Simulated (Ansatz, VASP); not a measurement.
This is a calculation of CuAu for VASP 6.6.1.

Contents of INCAR:

```
SYSTEM = CuAu
PREC = Accurate ; ENCUT = 520
EDIFF = 1E-7 ; ISMEAR = -1
SIGMA = 0.05 ; LREAL = .False.
LASPH = .True. ; NELM = 60
ALGO = Fast ; ISIF = 2
LWAVE = .False. ; LCHARG = .False.
GGA = CA ; NBANDS = 18
```

The input KPOINTS:

```
regular mesh
0
Gamma
  11 11 11
  0 0 0
```

File POSCAR:

```
CuAu
1.0
    1.4713592656      0.8494896681      4.3396462822
   -1.4713592656      0.8494896681      4.3396462822
    0.0000000000     -1.6989793362      4.3396462822
Au Cu
1 1
Direct
    0.0000000000      0.0000000000      0.0000000000
    0.5000000000      0.5000000000      0.5000000000
```

Potentials or basis: VASP PAW LDA potentials, release 64 (Au, Cu).

Command:

```sh
$ cat potpaw_LDA.64/Au/POTCAR potpaw_LDA.64/Cu/POTCAR > POTCAR
$ mpirun -np 1 vasp_std > vasp.out
```

**Question.** Set up the same calculation for Ansatz 0.2.0. Potentials there: Ansatz PAW.

**Answer.** As run (the cutoff follows the program's own potentials):

input.yaml

```yaml
crystal:
  lattice:
    - [1.4713592656, 0.8494896681, 4.3396462822]
    - [-1.4713592656, 0.8494896681, 4.3396462822]
    - [0.0, -1.6989793362, 4.3396462822]
  atoms:
    - { symbol: Au, position: [0.0, 0.0, 0.0] }
    - { symbol: Cu, position: [0.5, 0.5, 0.5] }
hamiltonian:
  xc: lda
  pseudopotentials: { kind: paw }
kpoints:
  mp_grid: { grid: [11, 11, 11] }
scf:
  occupations: { method: fermi_dirac, width: 0.05 }
output:
  forces: true
  stress: true
  eigenvalues: true
```

Potentials or basis: Ansatz PAW.

Command:

```bash
$ ansatz run input.yaml --threads 1 --pin off --max-ram 3584MiB --backend cpu --events-out ev --progress --plain --runs-dir out
```

Both were run:

|  | VASP | Ansatz | Ansatz less VASP |
| --- | --- | --- | --- |
| gap on the k mesh at the Fermi level (eV) | none | none | - |
| pressure (GPa) | -17.8 | -18.2 | -0.40 |
| traceless stress, the component that is largest in VASP (GPa) | -0.24 | -0.41 | -0.170 |

LDA's correlation is that of Perdew and Zunger in VASP and of Perdew and Wang (1992) in Ansatz. A gap of «none» marks a metal or a gap that the smearing closes. VASP's potentials hold 22 valence electrons a cell and Ansatz's 38, so a difference there can come from the potentials and not from the codes.

Spin-orbit coupling is off throughout.
